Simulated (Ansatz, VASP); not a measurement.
Two plane-wave programs on ZnS

```
Zn S
1.0
     3.81100    0.00476    0.00000
    -1.90137    3.29804    0.00000
     0.00000    0.00000    6.23400
Zn S
2 2
Direct
  0.33333 0.66667 0.00000
  0.66667 0.33333 0.50000
  0.33333 0.66667 0.38500
  0.66667 0.33333 0.88500
```

Change from the starting cell: strain +0.0025 x Voigt [0, 0, 0, 0, 0, 1], atoms carried along.

Alike in both runs: task single point; functional r2SCAN; k mesh 6 × 6 × 4; occupations gaussian, width 0.05 eV; no spin polarisation.

|  | VASP | Ansatz |
| --- | --- | --- |
| version | VASP 6.6.1 | Ansatz 0.2.0 |
| potentials or method | VASP PAW PBE potentials, release 64 (Zn, S), cutoff 520 eV | scalar-relativistic, plane waves, PAW |
| valence electrons in the cell | 36 | 36 |

Ansatz gave:

| Quantity | Value |
| --- | --- |
| gap on the k mesh at the Fermi level (eV) | 2.82 |
| least direct gap on the mesh (eV) | 2.82 |
| pressure (GPa) | 0.1 |
| traceless stress, the component that is largest in VASP (GPa) | -1.29 |
| rms of the force components (eV/Å) | 0.184 |

Q: Which values does VASP return?

A: gap on the k mesh at the Fermi level (eV): 2.83; least direct gap on the mesh (eV): 2.83; pressure (GPa): 0.2; traceless stress, the component that is largest in VASP (GPa): -1.30; rms of the force components (eV/Å): 0.184.

VASP's potentials were made for PBE, not for r2SCAN. Atom by atom the forces differ by 0.001 eV/Å (rms over components).
